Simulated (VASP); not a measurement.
**Cr2W: single point with PBE**

Crystal: Cr2W.

```xyz
6
Lattice="0.0000 3.4144 3.4144 3.4144 0.0000 3.4144 3.4144 3.4144 0.0000" Properties=species:S:1:pos:R:3 pbc="T T T"
Cr    4.2680    4.2680    4.2680
Cr    4.2680    2.5608    2.5608
Cr    2.5608    2.5608    4.2680
Cr    2.5608    4.2680    2.5608
W     0.0000    0.0000    0.0000
W     1.7072    1.7072    1.7072
```

```
Program                : VASP 6.6.1
Task                   : single point
Functional             : PBE
Potentials or basis    : VASP PAW PBE potentials, release 64 (Cr_pv, W_sv)
Cutoff                 : 520 eV
k mesh                 : 4 × 4 × 4
Occupations            : gaussian, width 0.1 eV
Spin                   : collinear spin, ferromagnetic start
Starting moments       : [3.0, 3.0, 3.0, 3.0, 0.0, 0.0] μB
Dipole correction      : no
Further INCAR settings : ALGO = Fast; EDIFF = 1e-06; NBANDS = 51
```

```
Pressure                                              : -3.5 GPa
Band gap on the k mesh                                : zero (filled and empty bands overlap)
Net moment                                            : 0.00 μB per cell
Valence electrons inside the program's atomic spheres : Cr 11.11; W 11.87
```

Levels at points of the mesh, in eV from the Fermi level:
Spin up:
```
           k point  band 35  band 36  band 37  band 38  band 39  band 40  band 41  band 42
(0.00, 0.00, 0.00)    -1.25    -0.10    -0.10    -0.10     0.43     0.43     0.98     0.98
(0.50, 0.00, 0.00)    -1.25    -1.11     0.09     0.09     0.39     0.39     0.74     0.74
(0.50, 0.50, 0.00)    -1.40    -1.40    -0.69    -0.69     0.38     0.38     0.95     0.95
```
Spin down:
```tsv
k point	band 36	band 37	band 38	band 39	band 40	band 41
(0.00, 0.00, 0.00)	-0.10	-0.10	-0.10	0.43	0.43	0.98
(0.50, 0.00, 0.00)	-1.11	0.09	0.09	0.39	0.39	0.74
(0.50, 0.50, 0.00)	-1.40	-0.69	-0.69	0.38	0.38	0.95
```

Run time: 2.1 min on 1 thread of Oxide Virtual Turin-like Processor, with other jobs on the host, peak memory 0.23 GiB.

Caveat: the k points lie up to 0.40 Å⁻¹ apart; the moments typed at the start vanished in this run; spin-orbit coupling is left out, which moves the levels of the heavy elements.
